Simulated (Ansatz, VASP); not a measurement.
# InSe: VASP beside Ansatz

```
In Se
1.0
     5.83929   -2.11054   -0.01325
     5.83929    2.11054   -0.01325
    -1.58472    0.00000    5.20537
In Se
2 2
Direct
  0.87590 0.89991 0.05330
  0.10009 0.12410 0.94670
  0.68378 0.64887 0.69521
  0.35113 0.31622 0.30479
```

Change from the starting cell: mode 9 frozen in at -0.072 Å, strain +e along z and -e/2 along x and y -0.0467.

Alike in both runs: task single point; functional PBE; k mesh 8 × 8 × 6; occupations gaussian, width 0.05 eV; no spin polarisation.

|  | VASP | Ansatz |
| --- | --- | --- |
| version | VASP 6.6.1 | Ansatz 0.2.0 |
| potentials or method | VASP PAW PBE potentials, release 64 (In_d, Se), cutoff 520 eV | scalar-relativistic, plane waves, PAW |
| valence electrons in the cell | 38 | 58 |

|  | VASP | Ansatz | Ansatz less VASP |
| --- | --- | --- | --- |
| gap on the k mesh at the Fermi level (eV) | 0.93 | 0.93 | +0.008 |
| least direct gap on the mesh (eV) | 1.07 | 1.08 | +0.006 |
| pressure (GPa) | 0.0 | -0.1 | -0.03 |
| traceless stress, the component that is largest in VASP (GPa) | -0.89 | -0.90 | -0.001 |
| rms of the force components (eV/Å) | 0.351 | 0.348 | -0.0030 |

Atom by atom the forces differ by 0.007 eV/Å (rms over components). VASP's potentials hold 38 valence electrons a cell and Ansatz's 58, so a difference there can come from the potentials and not from the codes.
